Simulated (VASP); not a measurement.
Write the native input for VASP 6.6.1 that does the following.

- Task: single point
- Functional: PBE
- Potentials or basis: VASP PAW PBE potentials, release 64 (Sr_sv, Ag)
- Cutoff: 520 eV
- k mesh: 4 × 4 × 4
- Occupations: methfessel-paxton, width 0.1 eV
- Spin: no spin polarisation
- Dipole correction: no
- Further INCAR settings: ALGO = Normal; EDIFF = 1e-07; NBANDS = 28

The structure of Sr3Ag lies in POSCAR:

```
Sr3Ag
1.0
    5.3977913396      0.0000000000      0.0000000000
    0.0000000000      5.3977913396      0.0000000000
    0.0000000000      0.0000000000      5.3977913396
Sr Ag
3 1
Direct
    0.0000000000      0.5000000000      0.5000000000
    0.5000000000      0.0000000000      0.5000000000
    0.5000000000      0.5000000000      0.0000000000
    0.0000000000      0.0000000000      0.0000000000
```

These files were run (other wordings do the same):

INCAR

```
ALGO = Normal ; EDIFF = 1E-7
ENCUT = 520 ; GGA = PE
ISIF = 2 ; ISMEAR = 1
LASPH = T ; LCHARG = T
LELF = T ; LREAL = F
LVHAR = T ; LWAVE = F
NBANDS = 28 ; NELM = 60
PREC = Accurate ; SIGMA = 0.1
```

KPOINTS

```
k-points
0
Gamma
  4 4 4
```

Potentials or basis: VASP PAW PBE potentials, release 64 (Sr_sv, Ag).

Launch:

```console
$ cat potpaw_PBE.64/Sr_sv/POTCAR potpaw_PBE.64/Ag/POTCAR > POTCAR
$ mpirun -np 1 vasp_std > vasp.out
```

It gave:

```yaml
Pressure: 0.8 GPa
Band_gap_on_the_k_mesh: zero (an odd number of electrons rules out a gap without spin polarisation)
```

It took 36 s on 1 thread of Intel(R) Xeon(R) Platinum 8375C CPU @ 2.90GHz (Ice Lake), on a shared host, peak memory 0.25 GiB.
